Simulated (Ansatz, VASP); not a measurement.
Si5Br2: VASP beside Ansatz

```
Si Br
1.0
     4.51656    0.00000    0.00000
     0.00000    4.51656    0.00000
     0.00000    0.00000    6.85660
Si Br
5 2
Cartesian
  0.0000 2.2583 0.0000
  2.2583 0.0000 0.0000
  0.0000 0.0000 1.1677
  0.0000 0.0000 5.6889
  2.2583 2.2583 3.4283
  2.2583 2.2583 4.8475
  2.2583 2.2583 2.0091
```

Alike in both runs: task single point; functional PBE; k mesh 4 × 4 × 4; occupations gaussian, width 0.1 eV; no spin polarisation.

```csv
,VASP,Ansatz
version,VASP 6.6.1,Ansatz 0.2.0
potentials or method,"VASP PAW PBE potentials, release 64 (Si, Br), cutoff 520 eV","scalar-relativistic, plane waves, PAW"
valence electrons in the cell,34,34
```

Ansatz gave:

```
gap on the k mesh at the Fermi level (eV) : none
rms of the force components (eV/Å)        : 22.169
```

Q: Estimate VASP's values.

A: gap on the k mesh at the Fermi level (eV): none; rms of the force components (eV/Å): 23.529.

Atom by atom the forces differ by 1.361 eV/Å (rms over components). A gap of «none» marks a metal or a gap that the smearing closes. With one functional, cell and mesh, what is left measures potentials, basis and numerics.
